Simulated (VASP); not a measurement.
# TaN (P-62m) in VASP: single point with LDA+U

Aim: the single point of TaN with LDA+U.

Everything below comes from runs of VASP 6.6.1. Logs are shortened: lines on timing, memory, paths and dates and some standing lists are left out, and cuts for length are marked.

## Step 1: The cell of the first run

Symmetry: P-62m, No. 189, hexagonal system. The conventional cell has a = 5.196 Å, b = 5.196 Å, c = 2.911 Å, α = 90.00°, β = 90.00°, γ = 120.00°. Ta (site symmetry -6) has 6 N at 2.16 Å and 5 Ta at 2.91 to 3.00 Å within 3.0 Å. Ta (site symmetry -62m) has 3 N at 2.04 Å within 2.7 Å. Within 3.0 Å of N (site symmetry m2m) lie 5 Ta at 2.04 to 2.16 Å and 6 N at 2.77 to 2.91 Å.

## Step 2: Single point, LDA+U, collinear spin, zero start

The input, INCAR:

```
SYSTEM = TaN
  PREC = Accurate
  ENCUT = 700
  EDIFF = 1E-6
  ISMEAR = 0
  SIGMA = 0.05
  LREAL = .False.
  LASPH = .True.
  NELM = 200
  ALGO = Normal
  ISIF = 2
  LWAVE = .False.
  LCHARG = .False.
  ISPIN = 2
  MAGMOM = 0 0 0 0 0 0
  LORBIT = 11
  LMAXMIX = 4
  LDAU = .True.
  LDAUTYPE = 2
  LDAUL = 2 -1
  LDAUU = 2 0
  LDAUJ = 0 0
  LDAUPRINT = 1
  NBANDS = 40
  GGA_COMPAT = .False.
```

The input, KPOINTS:

```
Automatic mesh
0
Gamma
  4 4 6
  0 0 0
```

The input, POSCAR:

```
TaN
1.0
    5.1960001500      0.0000000000      0.0000000000
   -2.5980000800      4.4998681300      0.0000000000
    0.0000000000      0.0000000000      2.9109996000
Ta N
3 3
Direct
    0.3333333333      0.6666666667      0.5000000000
    0.6666666667      0.3333333333      0.5000000000
    0.0000000000      0.0000000000      0.0000000000
    0.3928500000      0.0000000000      0.0000000000
    0.6071500000      0.6071500000      0.0000000000
    0.0000000000      0.3928500000      0.0000000000
```

Potentials or basis: VASP PAW LDA potentials, release 64 (Ta_sv_GW, N).

Command:

```bash
$ cat potpaw_LDA.64/Ta_sv_GW/POTCAR potpaw_LDA.64/N/POTCAR > POTCAR
$ mpirun -np 1 vasp_std > vasp.out
```

OUTCAR:

```text
SYSTEM = TaN
   PREC = Accurate
   ENCUT = 700
   EDIFF = 1E-6
   ISMEAR = 0
   LREAL = .False.
   LASPH = .True.
   NELM = 200
   ISIF = 2
   ISPIN = 2
   LORBIT = 11

 ion  position               nearest neighbor table
   1  0.333  0.667  0.500-   6 2.16   6 2.16   5 2.16   5 2.16   4 2.16   4 2.16   2 3.00   2 3.00
                             2 3.00
   2  0.667  0.333  0.500-   6 2.16   6 2.16   4 2.16   4 2.16   5 2.16   5 2.16   1 3.00   1 3.00
                             1 3.00
   3  0.000  0.000  0.000-   5 2.04   4 2.04   6 2.04
   4  0.393  0.000  0.000-   3 2.04   2 2.16   2 2.16   1 2.16   1 2.16
   5  0.607  0.607  0.000-   3 2.04   1 2.16   1 2.16   2 2.16   2 2.16
   6  0.000  0.393  0.000-   3 2.04   2 2.16   2 2.16   1 2.16   1 2.16

  LATTYP: Found a hexagonal cell.
 ALAT       =     5.1960001500
 C/A-ratio  =     0.5602385520

  Lattice vectors:

 A1 = (   5.1960001500,   0.0000000000,   0.0000000000)
 A2 = (  -2.5980000800,   4.4998681300,   0.0000000000)
 A3 = (   0.0000000000,   0.0000000000,   2.9109996000)

Analysis of symmetry for initial positions (statically):
=====================================================================
 Subroutine PRICEL returns:
 Original cell was already a primitive cell.

 Routine SETGRP: Setting up the symmetry group for a
 hexagonal supercell.

 Subroutine GETGRP returns: Found 12 space group operations
 (whereof 12 operations were pure point group operations)
 out of a pool of 24 trial point group operations.

The static configuration has the point symmetry D_3h.

Analysis of symmetry for dynamics (positions and initial velocities):
=====================================================================
 Subroutine PRICEL returns:
 Original cell was already a primitive cell.

 Routine SETGRP: Setting up the symmetry group for a
 hexagonal supercell.

 Subroutine GETGRP returns: Found 12 space group operations
 (whereof 12 operations were pure point group operations)
 out of a pool of 24 trial point group operations.

The dynamic configuration has the point symmetry D_3h.

Analysis of structural, dynamic, and magnetic symmetry:
=====================================================================
 Subroutine PRICEL returns:
 Original cell was already a primitive cell.

 Routine SETGRP: Setting up the symmetry group for a
 hexagonal supercell.

 Subroutine GETGRP returns: Found 12 space group operations
 (whereof 12 operations were pure point group operations)
 out of a pool of 24 trial point group operations.

The overall configuration has the point symmetry D_3h.

 Subroutine INISYM returns: Found 12 space group operations
 (whereof 12 operations are pure point group operations),
 and found     1 'primitive' translations

----------------------------------------------------------------------------------------

                                     Primitive cell

  volume of cell :      68.0630

  direct lattice vectors                    reciprocal lattice vectors
     5.196000150  0.000000000  0.000000000     0.192455730  0.111114367  0.000000000
    -2.598000080  4.499868130  0.000000000     0.000000000  0.222228735  0.000000000
     0.000000000  0.000000000  2.910999600     0.000000000  0.000000000  0.343524609

  length of vectors
     5.196000150  5.196000154  2.910999600     0.222228735  0.222228735  0.343524609

  position of ions in fractional coordinates (direct lattice)
     0.333333333  0.666666667  0.500000000
     0.666666667  0.333333333  0.500000000
     0.000000000  0.000000000  0.000000000
     0.392850000  0.000000000  0.000000000
     0.607150000  0.607150000  0.000000000
     1.000000000  0.392850000  0.000000000

  ion indices of the primitive-cell ions
   primitive index   ion index
                 1           1
                 2           2
                 3           3
                 4           4
                 5           5
                 6           6

----------------------------------------------------------------------------------------

 KPOINTS: Automatic mesh
[... 43 lines left out ...]
   total plane-waves  NPLWV =  64512
   dimension x,y,z NGX =    48 NGY =   48 NGZ =   28
   dimension x,y,z NGXF=    96 NGYF=   96 NGZF=   56
   ions per type =               3   3
   NGX,Y,Z   is equivalent  to a cutoff of  15.36, 15.36, 15.99 a.u.
   NGXF,Y,Z  is equivalent  to a cutoff of  30.72, 30.72, 31.98 a.u.
 SYSTEM =  TaN
   PREC   = accura    normal or accurate (medium, high low for compatibility)
   ISTART =      0    job   : 0-new  1-cont  2-samecut
   ICHARG =      2    charge: 1-file 2-atom 10-const
   ISPIN  =      2    spin polarized calculation?
   LNONCOLLINEAR =      F non collinear calculations
   LSORBIT =      F    spin-orbit coupling
   LASPH  =      T    aspherical Exc in radial PAW
   ENCUT  =  700.0 eV  51.45 Ry    7.17 a.u.  11.21 11.21  6.28*2*pi/ulx,y,z
   NELM   =    200;   NELMIN=  2; NELMDL= -5     # of ELM steps
   EDIFF  = 0.1E-05   stopping-criterion for ELM
   LREAL  =      F    real-space projection
   EDIFFG = 0.1E-04   stopping-criterion for IOM
   NSW    =      0    number of steps for IOM
   IBRION =     -1    ionic relax: 0-MD 1-quasi-New 2-CG
   NFREE  =      0    steps in history (QN), initial steepest desc. (CG)
   ISIF   =      2    stress and relaxation
   ISYM   =      2    0-nonsym 1-usesym 2-fastsym
   POTIM  = 0.5000    time-step for ionic-motion
   TEBEG  =    0.0;   TEEND  =   0.0 temperature during run
   PSTRESS=    0.0 pullay stress
   NELECT =      54.0000    total number of electrons
   NUPDOWN=      -1.0000    fix difference up-down
   EMIN   =  10.00;   EMAX   =-10.00  energy-range for DOS
   EFERMI =   0.00;   METHOD = LEGACY
   ISMEAR =     0;   SIGMA  =   0.05  broadening in eV -4-tet -1-fermi 0-gaus
   EFERMI_NEDOS =   21; number of points for ismear=-14 and -15
   IALGO  =     38    algorithm
   IMIX   =      4    mixing-type and parameters
     AMIX     =   0.40;   BMIX     =  1.00
     AMIX_MAG =   1.60;   BMIX_MAG =  1.00
  volume/ion in A,a.u.               =      11.34        76.55
  Fermi-wavevector in a.u.,A,eV,Ry     =   1.515546  2.863966 31.250936  2.296879
  Thomas-Fermi vector in A             =   2.625055
   LORBIT       =     11    0 simple, 1 ext, 2 COOP (PROOUT), +10 PAW based schemes
 LDA+U is selected, type is set to LDAUTYPE =  2
   angular momentum for each species LDAUL =     2   -1
   U (eV)           for each species LDAUU =   2.0  0.0
   J (eV)           for each species LDAUJ =   0.0  0.0
   GGA     = CA    functional components
   LHFCALC =     F    Hartree Fock is set to
   AEXX    =    0.0000 exact exchange contribution
   IVDW    =     0    specifies the selected vdW correction
   LEPSILON=     F    determine dielectric tensor
   LRPA    =     F    only Hartree local field effects (RPA)
 spin polarized calculation
 Gauss-broadening in eV      SIGMA  =   0.05
  energy-cutoff  :      700.00
  volume of cell :       68.06
 maximum number of plane-waves:      2892
 NGX is ok and might be reduce to    48
   NGX = 23   NGY = 23   NGZ = 13

 number of electron      54.0000000 magnetization      -0.0000699

atom =   1  type =  1  l = 2

 onsite density matrix

spin component  1
[... 83 lines left out ...]
  o =  0.1943  v =  0.0000  0.0000  0.0000  0.0000  0.0000  0.0000  0.5583  0.0000  0.8296 -0.0000      0.0000  0.0000  0.0000  0.0000  0.0000  0.0000  0.0000  0.0000  0.0000  0.0000
  o =  0.1943  v =  0.0000  0.0000  0.0000  0.0000  0.0000 -0.0000 -0.8296 -0.0000  0.5583  0.0000      0.0000  0.0000  0.0000  0.0000  0.0000  0.0000  0.0000  0.0000  0.0000  0.0000
  o =  0.1943  v = -0.0000 -0.5583 -0.0000 -0.8296 -0.0000  0.0000  0.0000  0.0000  0.0000  0.0000      0.0000  0.0000  0.0000  0.0000  0.0000  0.0000  0.0000  0.0000  0.0000  0.0000
  o =  0.1943  v = -0.0000 -0.8296 -0.0000  0.5583 -0.0000  0.0000  0.0000  0.0000  0.0000  0.0000      0.0000  0.0000  0.0000  0.0000  0.0000  0.0000  0.0000  0.0000  0.0000  0.0000
  o =  0.2359  v =  0.9958 -0.0000 -0.0000 -0.0000  0.0921  0.0000  0.0000  0.0000  0.0000  0.0000      0.0000  0.0000  0.0000  0.0000  0.0000  0.0000  0.0000  0.0000  0.0000  0.0000
  o =  0.2359  v =  0.0921  0.0000  0.0000  0.0000 -0.9958  0.0000  0.0000  0.0000  0.0000  0.0000      0.0000  0.0000  0.0000  0.0000  0.0000  0.0000  0.0000  0.0000  0.0000  0.0000
  o =  0.2359  v =  0.0000  0.0000  0.0000  0.0000  0.0000  0.9756  0.0000 -0.0000 -0.0000  0.2195      0.0000  0.0000  0.0000  0.0000  0.0000  0.0000  0.0000  0.0000  0.0000  0.0000
  o =  0.2359  v =  0.0000  0.0000  0.0000  0.0000  0.0000  0.2195 -0.0000  0.0000  0.0000 -0.9756      0.0000  0.0000  0.0000  0.0000  0.0000  0.0000  0.0000  0.0000  0.0000  0.0000
  o =  0.3246  v =  0.0000  0.0000  0.0000  0.0000  0.0000 -0.0000  0.0000 -1.0000 -0.0000 -0.0000      0.0000  0.0000  0.0000  0.0000  0.0000  0.0000  0.0000  0.0000  0.0000  0.0000
  o =  0.3246  v = -0.0000  0.0000 -1.0000 -0.0000 -0.0000  0.0000  0.0000  0.0000  0.0000  0.0000      0.0000  0.0000  0.0000  0.0000  0.0000  0.0000  0.0000  0.0000  0.0000  0.0000

 number of electron      54.0000000 magnetization       0.0000115

 Free energy of the ion-electron system (eV)
  ---------------------------------------------------
  ext. energy  EPLUGINS =         0.00000000
  ---------------------------------------------------
  free energy    TOTEN  =       -76.19236653 eV

  energy without entropy =      -76.18871379  energy(sigma->0) =      -76.19054016

 E-fermi :  12.3269     XC(G=0): -13.6232

 val. band max:       11.9612628353   @ k =   0.2500  -0.0000   0.3333
 cond. band min:      12.3274936268   @ k =   0.2500  -0.0000   0.1667
 fundamental gap:      0.3662307914
 Fermi energy:        12.3269316521

 spin component 1

 k-point     1 :       0.0000    0.0000    0.0000
  band No.  band energies     occupation
      1     -57.1742      1.00000
      2     -57.1284      1.00000
      3     -56.5570      1.00000
      4     -24.1646      1.00000
      5     -24.1646      1.00000
      6     -23.8140      1.00000
[... 661 lines left out ...]
     38      18.3588      0.00000
     39      18.7214      0.00000
 Fermi energy:        12.3269316521

 spin component 2

 k-point     1 :       0.0000    0.0000    0.0000
  band No.  band energies     occupation
      1     -57.1742      1.00000
      2     -57.1284      1.00000
      3     -56.5570      1.00000
      4     -24.1646      1.00000
      5     -24.1646      1.00000
      6     -23.8140      1.00000
[... 661 lines left out ...]
     38      18.3588      0.00000
     39      18.7214      0.00000
 [bands above 39 left out]

------------------------ aborting loop because EDIFF is reached ----------------------------------------

  FORCE on cell =-STRESS in cart. coord.  units (eV):
  Direction    XX          YY          ZZ          XY          YZ          ZX
  --------------------------------------------------------------------------------------
  -------------------------------------------------------------------------------------
  Total       -1.0995557     -1.0995557     -1.5343986      0.0000000     -0.0000000      0.0000000
  in kB      -25.8831256    -25.8831257    -36.1191642      0.0000000     -0.0000000      0.0000000
  external PRESSURE =     -29.2951385 kB  Pullay stress =       0.0000000 kB

 VOLUME and BASIS-vectors are now :
 -----------------------------------------------------------------------------
  energy-cutoff  :      700.00
  volume of cell :       68.06
      direct lattice vectors                 reciprocal lattice vectors
     5.196000150  0.000000000  0.000000000     0.192455730  0.111114367  0.000000000
    -2.598000080  4.499868130  0.000000000     0.000000000  0.222228735  0.000000000
     0.000000000  0.000000000  2.910999600     0.000000000  0.000000000  0.343524609

 POSITION                                       TOTAL-FORCE (eV/Angst)
 -----------------------------------------------------------------------------------
     -0.00000      2.99991      1.45550        -0.000000     -0.000000     -0.000000
      2.59800      1.49996      1.45550        -0.000000     -0.000000     -0.000000
      0.00000      0.00000      0.00000        -0.000000     -0.000000     -0.000000
      2.04125      0.00000      0.00000         0.096206     -0.000000      0.000000
      1.57738      2.73209      0.00000        -0.048103     -0.083317     -0.000000
     -1.02062      1.76777      0.00000        -0.048103      0.083317      0.000000
 -----------------------------------------------------------------------------------
    total drift:                               -0.000000     -0.000000      0.000000

  FREE ENERGIE OF THE ION-ELECTRON SYSTEM (eV)
  ---------------------------------------------------
  free  energy   TOTEN  =       -76.1923665304 eV

  energy  without entropy=      -76.1887137916  energy(sigma->0) =      -76.19054016

 total charge

# of ion       s       p       d       f       tot
--------------------------------------------------
    1        3.103   6.069   2.284   0.131  11.587
    2        3.103   6.069   2.284   0.131  11.587
    3        3.315   6.048   2.324   0.093  11.780
    4        1.222   2.541   0.000   0.000   3.764
    5        1.222   2.541   0.000   0.000   3.764
    6        1.222   2.541   0.000   0.000   3.764
--------------------------------------------------
tot         13.188  25.812   6.891   0.355  46.246

 magnetization (x)

# of ion       s       p       d       f       tot
--------------------------------------------------
    1        0.000   0.000   0.000   0.000   0.000
    2        0.000   0.000   0.000   0.000   0.000
    3        0.000   0.000   0.000   0.000   0.000
    4       -0.000  -0.000   0.000   0.000  -0.000
    5       -0.000  -0.000   0.000   0.000  -0.000
    6       -0.000  -0.000   0.000   0.000  -0.000
--------------------------------------------------
tot          0.000  -0.000   0.000   0.000   0.000
```

Run time: 3.2 min. Hardware: 1 thread of AMD EPYC 7R43 (Zen 3), shared host; peak memory 0.25 GiB.

Results:

| Item | Value |
| --- | --- |
| Free energy | -76.1924 eV |
| Pressure | -2.9 GPa |
| Largest force | 0.096 eV/Å |
| Band gap on the k mesh | zero (filled and empty bands overlap) |
| Net moment | 0.00 μB per cell |
| Valence electrons inside the program's atomic spheres | Ta 11.59, 11.78 (each value once); N 3.76 |

Forces in eV/Å, atoms in the order of the input:
```
Ta   0.000  0.000  0.000
Ta   0.000  0.000  0.000
Ta   0.000  0.000  0.000
N    0.096  0.000  0.000
N   -0.048 -0.083  0.000
N   -0.048  0.083  0.000
```

Stress tensor (GPa, compression positive):
```
-2.59  0.00  0.00
 0.00 -2.59  0.00
 0.00  0.00 -3.61
```

Eigenvalues of the final occupation matrices:
```
    site  spin  trace               eigenvalues
site 1 d     1   1.17  0.21 0.21 0.23 0.23 0.28
site 1 d     2   1.17  0.21 0.21 0.23 0.23 0.28
site 2 d     1   1.17  0.21 0.21 0.23 0.23 0.28
site 2 d     2   1.17  0.21 0.21 0.23 0.23 0.28
site 3 d     1   1.19  0.19 0.19 0.24 0.24 0.32
site 3 d     2   1.19  0.19 0.19 0.24 0.24 0.32
```

Caveat: spin-orbit coupling is left out, which moves the levels of the heavy elements.

The gap in the log of VASP goes by the Fermi energy; the results here count the filled bands.